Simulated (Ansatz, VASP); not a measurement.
C: VASP beside Ansatz

```
C
1.0
     2.49828    0.00000    0.00000
    -1.24914    2.16358    0.00000
     0.00000    0.00000    4.22300
C
4
Direct
  0.33333 0.66667 0.99974
  0.66667 0.33333 0.49974
  0.33333 0.66667 0.37426
  0.66667 0.33333 0.87426
```

Change from the starting cell: strained cell.

Alike in both runs: functional PBEsol; k mesh 9 × 9 × 6; occupations gaussian, width 0.02 eV; no spin polarisation.

Ansatz relaxed the structure, and its values are those at the end. VASP's run is a single point on that final structure, the one shown.

```csv
,VASP,Ansatz
version,VASP 6.6.1,Ansatz 0.2.0
potentials or method,"VASP PAW PBE potentials, release 64 (C_h), cutoff 1300 eV","scalar-relativistic, plane waves, PAW"
valence electrons in the cell,16,16
```

|  | VASP | Ansatz | Ansatz less VASP |
| --- | --- | --- | --- |
| gap on the k mesh at the Fermi level (eV) | 3.09 | 3.11 | +0.015 |
| least direct gap on the mesh (eV) | 4.86 | 4.85 | -0.002 |
| pressure (GPa) | -6.1 | -6.3 | -0.17 |

VASP's potentials were made for PBE, not for PBEsol, and Ansatz warns of the same on its side. Ansatz's warnings: stress scf threshold loose.
